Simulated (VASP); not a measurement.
Input of a VASP 6.6.1 run:

The input INCAR:

```
PREC = Accurate
ENCUT = 500
EDIFF = 1E-6
ISMEAR = 0
SIGMA = 0.05
LREAL = F
LASPH = T
NELM = 200
ALGO = Normal
ISIF = 2
LWAVE = F
LCHARG = F
ISPIN = 2
MAGMOM = 0.5
LORBIT = 11
LMAXMIX = 4
GGA = LIBXC
LIBXC1 = GGA_X_PBE
LIBXC2 = GGA_C_PBE_SOL
NBANDS = 15
GGA_COMPAT = F
```

File KPOINTS:

```
regular mesh
0
Gamma
  12 12 12
```

POSCAR

```
Pd
1.0
    0.0000000000      1.9201927211      1.9201927211
    1.9201927211      0.0000000000      1.9201927211
    1.9201927211      1.9201927211      0.0000000000
Pd
1
Direct
    0.0000000000      0.0000000000      0.0000000000
```

Potentials or basis: VASP PAW PBE potentials, release 64 (Pd).

Run with:

```bash
$ cat potpaw_PBE.64/Pd/POTCAR > POTCAR
$ mpirun -np 1 vasp_std > vasp.out
```

(1) What does it give for the pressure?

(2) What does it give for the net moment?

(3) What does it give for the site moments?

Answers

(1) 18.2 GPa.

(2) 0.20 μB per cell.

(3) Pd +0.20 μB.

Caveat: the cell stands under pressure; the PAW data sets were made with another functional, which shifts forces and pressure a little.
